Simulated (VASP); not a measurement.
# HfN (Fm-3m) in VASP: a series of runs

Runs on HfN. Level: PBE. Tasks: electric field gradients.

Everything below comes from runs of VASP 6.6.1. Logs are shortened: lines on timing, memory, paths and dates and some standing lists are left out, and cuts for length are marked.

## Step 1: The cell of the first run

The structure is cubic, space group Fm-3m (No. 225). The conventional cell has a = 4.420 Å, b = 4.420 Å, c = 4.420 Å, α = 90.00°, β = 90.00°, γ = 90.00°. Hf (site symmetry m-3m) has 6 N at 2.21 Å within 2.9 Å. Within 2.9 Å of N (site symmetry m-3m) lie 6 Hf at 2.21 Å.

## Step 2: Electric field gradients, PBE (volume scaled by 0.9405)

File INCAR:

```
SYSTEM = HfN
ALGO = Normal
EDIFF = 1E-8
ENCUT = 520
GGA = PE
ISIF = 2
ISMEAR = -1
LASPH = .True.
LCHARG = .False.
LEFG = .True.
LREAL = .False.
LWAVE = .False.
NBANDS = 14
NELM = 100
PREC = Accurate
SIGMA = 0.05
```

File KPOINTS:

```
k-points
0
Gamma
  16 16 16
  0 0 0
```

File POSCAR:

```
HfN
1.0
    0.0000000000      2.2102009817      2.2102009817
    2.2102009817      0.0000000000      2.2102009817
    2.2102009817      2.2102009817      0.0000000000
Hf N
1 1
Direct
    0.0000000000      0.0000000000      0.0000000000
    0.5000000000      0.5000000000      0.5000000000
```

Potentials or basis: VASP PAW PBE potentials, release 64 (Hf_pv, N).

The run is started by

```console
cat potpaw_PBE.64/Hf_pv/POTCAR potpaw_PBE.64/N/POTCAR > POTCAR
mpirun -np 1 vasp_std > vasp.out
```

OUTCAR:

```text
SYSTEM = HfN
   EDIFF = 1E-8
   ENCUT = 520
   GGA = PE
   ISIF = 2
   ISMEAR = -1
   LASPH = .True.
   LREAL = .False.
   NELM = 100
   PREC = Accurate

 ion  position               nearest neighbor table
   1  0.000  0.000  0.000-   2 2.21   2 2.21   2 2.21   2 2.21   2 2.21   2 2.21
   2  0.500  0.500  0.500-   1 2.21   1 2.21   1 2.21   1 2.21   1 2.21   1 2.21

  LATTYP: Found a face centered cubic cell.
 ALAT       =     4.4204019634

  Lattice vectors:

 A1 = (   0.0000000000,   2.2102009817,   2.2102009817)
 A2 = (   2.2102009817,   0.0000000000,   2.2102009817)
 A3 = (   2.2102009817,   2.2102009817,   0.0000000000)

Analysis of symmetry for initial positions (statically):
=====================================================================
 Subroutine PRICEL returns:
 Original cell was already a primitive cell.

 Routine SETGRP: Setting up the symmetry group for a
 face centered cubic supercell.

 Subroutine GETGRP returns: Found 48 space group operations
 (whereof 48 operations were pure point group operations)
 out of a pool of 48 trial point group operations.

The static configuration has the point symmetry O_h .

Analysis of symmetry for dynamics (positions and initial velocities):
=====================================================================
 Subroutine PRICEL returns:
 Original cell was already a primitive cell.

 Routine SETGRP: Setting up the symmetry group for a
 face centered cubic supercell.

 Subroutine GETGRP returns: Found 48 space group operations
 (whereof 48 operations were pure point group operations)
 out of a pool of 48 trial point group operations.

The dynamic configuration has the point symmetry O_h .

 Subroutine INISYM returns: Found 48 space group operations
 (whereof 48 operations are pure point group operations),
 and found     1 'primitive' translations

----------------------------------------------------------------------------------------

                                     Primitive cell

  volume of cell :      21.5936

  direct lattice vectors                    reciprocal lattice vectors
     0.000000000  2.210200982  2.210200982    -0.226223771  0.226223771  0.226223771
     2.210200982  0.000000000  2.210200982     0.226223771 -0.226223771  0.226223771
     2.210200982  2.210200982  0.000000000     0.226223771  0.226223771 -0.226223771

  length of vectors
     3.125696204  3.125696204  3.125696204     0.391831065  0.391831065  0.391831065

  position of ions in fractional coordinates (direct lattice)
     0.000000000  0.000000000  0.000000000
     0.500000000  0.500000000  0.500000000

  ion indices of the primitive-cell ions
   primitive index   ion index
                 1           1
                 2           2

----------------------------------------------------------------------------------------

 KPOINTS: k-points

Automatic generation of k-mesh.
 Grid dimensions read from file:
 generate k-points for:   16   16   16

 Generating k-lattice:

  Cartesian coordinates                     Fractional coordinates (reciprocal lattice)
    -0.014138986  0.014138986  0.014138986     0.062500000  0.000000000  0.000000000
     0.014138986 -0.014138986  0.014138986     0.000000000  0.062500000  0.000000000
     0.014138986  0.014138986 -0.014138986     0.000000000  0.000000000  0.062500000

  Length of vectors
     0.024489442  0.024489442  0.024489442

  Shift w.r.t. Gamma in fractional coordinates (k-lattice)
     0.000000000  0.000000000  0.000000000

 Subroutine IBZKPT returns following result:
 ===========================================

 Found    145 irreducible k-points:

 Following reciprocal coordinates:
            Coordinates               Weight
  0.000000  0.000000  0.000000      1.000000
  0.062500  0.000000  0.000000      8.000000
  0.125000  0.000000  0.000000      8.000000
  0.187500  0.000000  0.000000      8.000000
  0.250000  0.000000  0.000000      8.000000
  0.312500  0.000000  0.000000      8.000000
[... 16 lines left out ...]
 -0.125000  0.062500  0.000000     24.000000
 -0.062500  0.062500  0.000000     12.000000
 [... further k-points ...]
   k-points           NKPTS =    145   k-points in BZ     NKDIM =    145   number of bands    NBANDS=     14
   number of dos      NEDOS =    301   number of ions     NIONS =      2
   total plane-waves  NPLWV =  13824
   dimension x,y,z NGX =    24 NGY =   24 NGZ =   24
   dimension x,y,z NGXF=    48 NGYF=   48 NGZF=   48
   ions per type =               1   1
   NGX,Y,Z   is equivalent  to a cutoff of  12.76, 12.76, 12.76 a.u.
   NGXF,Y,Z  is equivalent  to a cutoff of  25.53, 25.53, 25.53 a.u.
 SYSTEM =  HfN
   PREC   = accura    normal or accurate (medium, high low for compatibility)
   ISTART =      0    job   : 0-new  1-cont  2-samecut
   ICHARG =      2    charge: 1-file 2-atom 10-const
   ISPIN  =      1    spin polarized calculation?
   LNONCOLLINEAR =      F non collinear calculations
   LSORBIT =      F    spin-orbit coupling
   LASPH  =      T    aspherical Exc in radial PAW
   ENCUT  =  520.0 eV  38.22 Ry    6.18 a.u.   5.81  5.81  5.81*2*pi/ulx,y,z
   NELM   =    100;   NELMIN=  2; NELMDL= -5     # of ELM steps
   EDIFF  = 0.1E-07   stopping-criterion for ELM
   LREAL  =      F    real-space projection
   EDIFFG = 0.1E-06   stopping-criterion for IOM
   NSW    =      0    number of steps for IOM
   IBRION =     -1    ionic relax: 0-MD 1-quasi-New 2-CG
   NFREE  =      0    steps in history (QN), initial steepest desc. (CG)
   ISIF   =      2    stress and relaxation
   ISYM   =      2    0-nonsym 1-usesym 2-fastsym
   POTIM  = 0.5000    time-step for ionic-motion
   TEBEG  =    0.0;   TEEND  =   0.0 temperature during run
   PSTRESS=    0.0 pullay stress
   NELECT =      15.0000    total number of electrons
   NUPDOWN=      -1.0000    fix difference up-down
   EMIN   =  10.00;   EMAX   =-10.00  energy-range for DOS
   EFERMI =   0.00;   METHOD = LEGACY
   ISMEAR =    -1;   SIGMA  =   0.05  broadening in eV -4-tet -1-fermi 0-gaus
   EFERMI_NEDOS =   21; number of points for ismear=-14 and -15
   IALGO  =     38    algorithm
   IMIX   =      4    mixing-type and parameters
     AMIX     =   0.40;   BMIX     =  1.00
     AMIX_MAG =   1.60;   BMIX_MAG =  1.00
  volume/ion in A,a.u.               =      10.80        72.86
  Fermi-wavevector in a.u.,A,eV,Ry     =   1.449874  2.739864 28.601263  2.102134
  Thomas-Fermi vector in A             =   2.567550
   LORBIT       =      0    0 simple, 1 ext, 2 COOP (PROOUT), +10 PAW based schemes
   GGA     = PE    functional components
[... 5 lines left out ...]
 non-spin polarized calculation
  energy-cutoff  :      520.00
  volume of cell :       21.59
 maximum number of plane-waves:       604
   NGX = 11   NGY = 11   NGZ = 11

 number of electron      15.0000002 magnetization

 Free energy of the ion-electron system (eV)
  ---------------------------------------------------
  ext. energy  EPLUGINS =         0.00000000
  ---------------------------------------------------
  free energy    TOTEN  =       -21.63794794 eV

  energy without entropy =      -21.63342882  energy(sigma->0) =      -21.63568838

 E-fermi :   8.9841     XC(G=0): -13.0805

 val. band max:        8.9829505948   @ k =  -0.1250   0.0625   0.0000
 cond. band min:       8.9905261901   @ k =   0.3750   0.1250   0.0000
 fundamental gap:      0.0075755953
 Fermi energy:         8.9841256683

 k-point     1 :       0.0000    0.0000    0.0000
  band No.  band energies     occupation
      1     -21.9103      2.00000
      2     -21.9103      2.00000
      3     -21.9103      2.00000
      4      -8.9185      2.00000
      5       5.8774      2.00000
      6       5.8774      2.00000
      7       5.8774      2.00000
      8       8.5936      1.99919
      9       8.5936      1.99919
     10       8.5936      1.99919
     11      11.1116      0.00000
     12      11.1116      0.00000
     13      11.4297      0.00000
     14      18.7055      0.00000
[... 375 lines left out ...]
 k-point    24 :      -0.0625    0.0625    0.0000
  band No.  band energies     occupation
      1     -22.0355      2.00000
      2     -21.9407      2.00000
      3     -21.9121      2.00000
      4      -8.6459      2.00000
      5       4.8203      2.00000
      6       5.1480      2.00000
      7       5.4988      2.00000
      8       8.7737      1.97068
      9       8.7808      1.96631
     10       9.2689      0.00670
     11      11.3702      0.00000
     12      12.2461      0.00000
     13      12.3373      0.00000
     14      19.5695      0.00000

 [... further k-points ...]

------------------------ aborting loop because EDIFF is reached ----------------------------------------

  FORCE on cell =-STRESS in cart. coord.  units (eV):
  Direction    XX          YY          ZZ          XY          YZ          ZX
  --------------------------------------------------------------------------------------
  -------------------------------------------------------------------------------------
  Total        3.2856259      3.2856259      3.2856259      0.0000000      0.0000000     -0.0000000
  in kB      243.7829900    243.7829900    243.7829900      0.0000000      0.0000000     -0.0000000
  external PRESSURE =     243.7829900 kB  Pullay stress =       0.0000000 kB

 VOLUME and BASIS-vectors are now :
 -----------------------------------------------------------------------------
  energy-cutoff  :      520.00
  volume of cell :       21.59
      direct lattice vectors                 reciprocal lattice vectors
     0.000000000  2.210200982  2.210200982    -0.226223771  0.226223771  0.226223771
     2.210200982  0.000000000  2.210200982     0.226223771 -0.226223771  0.226223771
     2.210200982  2.210200982  0.000000000     0.226223771  0.226223771 -0.226223771

 POSITION                                       TOTAL-FORCE (eV/Angst)
 -----------------------------------------------------------------------------------
      0.00000      0.00000      0.00000        -0.000000     -0.000000     -0.000000
      2.21020      2.21020      2.21020         0.000000      0.000000      0.000000
 -----------------------------------------------------------------------------------
    total drift:                                0.000000     -0.000000     -0.000000

  FREE ENERGIE OF THE ION-ELECTRON SYSTEM (eV)
  ---------------------------------------------------
  free  energy   TOTEN  =       -21.6379479360 eV

  energy  without entropy=      -21.6334288182  energy(sigma->0) =      -21.63568838

 Electric field gradients (V/A^2)
---------------------------------------------------------------------
 ion       V_xx      V_yy      V_zz      V_xy      V_xz      V_yz
---------------------------------------------------------------------
   1      -0.000    -0.000     0.000    -0.000    -0.000    -0.000
   2      -0.000    -0.000     0.000     0.000     0.000     0.000
---------------------------------------------------------------------

 Electric field gradients after diagonalization (V/A^2)
 (convention: |V_zz| > |V_xx| > |V_yy|)
----------------------------------------------------------------------
 ion       V_xx      V_yy      V_zz     asymmetry (V_yy - V_xx)/ V_zz
----------------------------------------------------------------------
   1       0.000     0.000    -0.000       0.000
   2      -0.000    -0.000     0.001       0.000
----------------------------------------------------------------------

           NMR quadrupolar parameters

 Cq : quadrupolar parameter    Cq=e*Q*V_zz/h
 eta: asymmetry parameters     (V_yy - V_xx)/ V_zz
 Q  : nuclear electric quadrupole moment in mb (millibarn)
----------------------------------------------------------------------
 ion       Cq(MHz)       eta       Q (mb)
----------------------------------------------------------------------
   1      -0.000       0.000       1.000
   2       0.000       0.000       1.000
----------------------------------------------------------------------
```

Wall time 15 s (1 thread of Intel Xeon 6975P-C (Granite Rapids), shared host); peak memory 0.17 GiB.

Results:

* Free energy: -21.6379 eV
* Pressure: 24.4 GPa

Levels at points of the mesh, in eV from the Fermi level:
```csv
k point,band 6,band 7,band 8,band 9,band 10,band 11
"(0.00, 0.00, 0.00)",-3.11,-3.11,-0.39,-0.39,-0.39,2.13
"(0.50, 0.00, 0.00)",-6.53,-6.53,3.58,4.05,4.05,4.78
"(0.50, 0.50, 0.00)",-4.12,-3.72,-3.72,4.46,6.05,6.05
```

Caveat: without QUAD_EFG the Cq values of the log hold for a quadrupole moment of 1 mb, not for the nuclei; spin-orbit coupling is left out, which moves the levels of the heavy elements.

## Step 3: Electric field gradients, PBE (volume scaled by 0.98)

File INCAR:

```
PREC = Accurate
ENCUT = 520
EDIFF = 1E-8
ISMEAR = -1
SIGMA = 0.05
LREAL = F
LASPH = T
NELM = 100
ALGO = Normal
ISIF = 2
LWAVE = F
LCHARG = F
GGA = PE
LEFG = T
NBANDS = 14
```

File KPOINTS:

```
regular mesh
0
Gamma
  16 16 16
```

File POSCAR:

```
HfN
1.0
    0.0000000000      2.2407196673      2.2407196673
    2.2407196673      0.0000000000      2.2407196673
    2.2407196673      2.2407196673      0.0000000000
Hf N
1 1
Direct
    0.0000000000      0.0000000000      0.0000000000
    0.5000000000      0.5000000000      0.5000000000
```

Potentials or basis: VASP PAW PBE potentials, release 64 (Hf_pv, N).

The run is started by

```console
cat potpaw_PBE.64/Hf_pv/POTCAR potpaw_PBE.64/N/POTCAR > POTCAR
mpirun -np 1 vasp_std > vasp.out
```

OUTCAR:

```text
PREC = Accurate
   ENCUT = 520
   EDIFF = 1E-8
   ISMEAR = -1
   LREAL = F
   LASPH = T
   NELM = 100
   ISIF = 2
   GGA = PE

 ion  position               nearest neighbor table
   1  0.000  0.000  0.000-   2 2.24   2 2.24   2 2.24   2 2.24   2 2.24   2 2.24
   2  0.500  0.500  0.500-   1 2.24   1 2.24   1 2.24   1 2.24   1 2.24   1 2.24

  LATTYP: Found a face centered cubic cell.
 ALAT       =     4.4814393346

  Lattice vectors:

 A1 = (   0.0000000000,   2.2407196673,   2.2407196673)
 A2 = (   2.2407196673,   0.0000000000,   2.2407196673)
[... 619 lines left out ...]
  ---------------------------------------------------
  free  energy   TOTEN  =       -21.7353417501 eV

  energy  without entropy=      -21.7306939668  energy(sigma->0) =      -21.73301786

 Electric field gradients (V/A^2)
---------------------------------------------------------------------
 ion       V_xx      V_yy      V_zz      V_xy      V_xz      V_yz
---------------------------------------------------------------------
   1      -0.000     0.000     0.000    -0.000    -0.000    -0.000
   2      -0.000    -0.000     0.000     0.001     0.001     0.001
---------------------------------------------------------------------

 Electric field gradients after diagonalization (V/A^2)
 (convention: |V_zz| > |V_xx| > |V_yy|)
----------------------------------------------------------------------
 ion       V_xx      V_yy      V_zz     asymmetry (V_yy - V_xx)/ V_zz
----------------------------------------------------------------------
   1       0.000     0.000    -0.001       0.000
   2      -0.001    -0.001     0.002       0.000
----------------------------------------------------------------------

           NMR quadrupolar parameters

 Cq : quadrupolar parameter    Cq=e*Q*V_zz/h
 eta: asymmetry parameters     (V_yy - V_xx)/ V_zz
 Q  : nuclear electric quadrupole moment in mb (millibarn)
----------------------------------------------------------------------
 ion       Cq(MHz)       eta       Q (mb)
----------------------------------------------------------------------
   1      -0.000       0.000       1.000
   2       0.000       0.000       1.000
----------------------------------------------------------------------
```

stdout:

```text
POSCAR found type information on POSCAR HfN
 POSCAR found :  2 types and       2 ions
 scaLAPACK will be used
 LDA part: xc-table for (Slater+PW92), standard interpolation
 POSCAR, INCAR and KPOINTS ok, starting setup
 FFT: planning ... GRIDC
 FFT: planning ... GRID_SOFT
 FFT: planning ... GRID
 WAVECAR not read
 entering main loop
ion   1

ion   2
```

It took 16 s on 1 thread of Intel Xeon 6975P-C (Granite Rapids), shared host; peak memory 0.17 GiB.

What came out:

```
Free energy : -21.7353 eV
Pressure    : 10.3 GPa
```

Caveat: without QUAD_EFG the Cq values of the log hold for a quadrupole moment of 1 mb, not for the nuclei; spin-orbit coupling is left out, which moves the levels of the heavy elements.

(Part 1 of 2 ends here.)
